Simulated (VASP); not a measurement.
A run of VASP 6.6.1 is set up as follows.

Contents of INCAR:

```
PREC = Accurate
ENCUT = 600
EDIFF = 1E-6
ISMEAR = 0
SIGMA = 0.1
LREAL = False
LASPH = True
NELM = 100
ALGO = Fast
ISIF = 3
LWAVE = False
LCHARG = False
GGA = PE
IBRION = 2
NSW = 100
EDIFFG = -0.005
```

Contents of KPOINTS:

```
Automatic mesh
0
Gamma
  18 18 18
```

POSCAR

```
Au
1.0
    0.0000000000      2.0826515435      2.0826515435
    2.0826515435      0.0000000000      2.0826515435
    2.0826515435      2.0826515435      0.0000000000
Au
1
Direct
    0.0000000000      0.0000000000      0.0000000000
```

Potentials or basis: VASP PAW PBE potentials, release 64 (Au).

Run with:

```bash
$ cat potpaw_PBE.64/Au/POTCAR > POTCAR
$ mpirun -np 1 vasp_std > vasp.out
```

(1) Predict the relaxed cell.

(2) What does it give for the space group after relaxing (to 0.05 Å)?

(3) Predict the relaxed volume.

## Answers

(1) a = 2.939 Å, b = 2.939 Å, c = 2.939 Å, α = 60.00°, β = 60.00°, γ = 60.00°.

(2) Fm-3m (No. 225).

(3) 17.95 Å³/atom.
